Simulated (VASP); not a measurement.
A run of VASP 6.6.1 is set up as follows.

Contents of INCAR:

```
PREC = Accurate
ENCUT = 520
EDIFF = 1E-7
ISMEAR = 0
SIGMA = 0.05
LREAL = False
LASPH = True
NELM = 60
ALGO = Normal
ISIF = 2
LWAVE = False
LCHARG = False
GGA = CA
NBANDS = 15
```

The input KPOINTS:

```
regular mesh
0
Gamma
  8 8 8
```

File POSCAR:

```
CaO
1.0
   -0.0122450000      2.4490000000      2.4490000000
    2.4490000000     -0.0122450000      2.4490000000
    2.4367550000      2.4367550000      0.0000000000
Ca O
1 1
Direct
    0.0000000000      0.0000000000      0.0000000000
    0.5000000000      0.5000000000      0.5000000000
```

Potentials or basis: VASP PAW LDA potentials, release 64 (Ca_sv, O).

Run with:

```bash
$ cat potpaw_LDA.64/Ca_sv/POTCAR potpaw_LDA.64/O/POTCAR > POTCAR
$ mpirun -np 1 vasp_std > vasp.out
```

Question: Predict the pressure.

Answer: -11.2 GPa.

Question: Predict the band gap on the k mesh.

Answer: 3.46 eV, indirect (least direct gap 3.84 eV).

Stress tensor (GPa, compression positive):
```
-11.20   0.76   0.00
  0.76 -11.20   0.00
  0.00   0.00 -11.21
```

Caveat: the cell differs from its parent crystal (strain -0.0100 x Voigt [0, 0, 0, 0, 0, 1]). A k mesh can miss the band edges.
